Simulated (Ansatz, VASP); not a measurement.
## NaI: VASP beside Ansatz

The input POSCAR:

```
NaI
1.0
    0.0000000000      3.5431916338      3.7440905994
    3.5431916338      0.0000000000      3.7440905994
    3.5431916338      3.5431916338      0.0000000000
Na I
1 1
Direct
    0.0000000000      0.0000000000      0.0000000000
    0.2500000000      0.2500000000      0.2500000000
```

INCAR.step1

```
ALGO = Normal
EDIFF = 1E-5
ENCUT = 520
GGA = PE
ISIF = 2
ISMEAR = 0
LASPH = T
LCHARG = F
LREAL = F
LWAVE = T
NBANDS = 14
NELM = 100
PREC = Accurate
SIGMA = 0.01
```

The input INCAR.step2:

```
ALGO = Normal
EDIFF = 1E-7
ENCUT = 520
GGA = PE
HFSCREEN = 0.2079
ISIF = 2
ISMEAR = 0
ISTART = 1
LASPH = T
LCHARG = F
LHFCALC = T
LREAL = F
LWAVE = F
NBANDS = 14
NELM = 100
PREC = Accurate
PRECFOCK = Normal
SIGMA = 0.01
```

The input KPOINTS:

```
k-points
0
Gamma
  4 4 4
```

Input for Ansatz:

```yaml
crystal:
  lattice:
    - [0.0, 3.5431916338, 3.7440905994]
    - [3.5431916338, 0.0, 3.7440905994]
    - [3.5431916338, 3.5431916338, 0.0]
  atoms:
    - { symbol: Na, position: [0.0, 0.0, 0.0] }
    - { symbol: I, position: [0.25, 0.25, 0.25] }
kpoints:
  mp_grid: { grid: [4, 4, 4] }
  band_path:
    path:
      - [0.0, 0.0, 0.0]
      - [-0.5, -0.5, 0.0]
      - [-0.375, -0.375, 0.25]
      - [-0.375, 0.0, 0.375]
      - [0.0, 0.0, 0.5]
      - [-0.5, -0.25, 0.25]
    npoints: 1
hamiltonian:
  xc: hse06
scf:
  occupations: { method: fixed }
  n_extra_bands: 4
output:
  forces: true
  stress: true
  eigenvalues: true
  write_density: true
  write_potential: true
  elf: true
  volumetric_format: npy
```

Change from the starting cell: uniaxial_z strain +5.7%.

Alike in both runs: task single point; functional HSE06; k mesh 4 × 4 × 4; no spin polarisation.

|  | VASP | Ansatz |
| --- | --- | --- |
| version | VASP 6.6.1 | Ansatz 0.2.0 |
| potentials or method | VASP PAW PBE potentials, release 64 (Na_pv, I) | plane waves, PAW |
| plane-wave cutoff (eV) | 520 | 420 |
| occupations | gaussian, width 0.01 eV | fixed |
| valence electrons in the cell | 14 | 26 |

```tsv
	VASP	Ansatz	Ansatz less VASP
gap on the k mesh at the Fermi level (eV)	4.67	4.68	+0.012
pressure (GPa)	-0.4	-0.4	0.00
traceless stress, the component that is largest in VASP (GPa)	-0.11	-0.11	-0.001
```

VASP's potentials hold 14 valence electrons a cell and Ansatz's 26, so a difference there can come from the potentials and not from the codes. Ansatz's warnings: stress exchange threshold loose, stress scf threshold loose.

Neither program's run includes spin-orbit coupling.
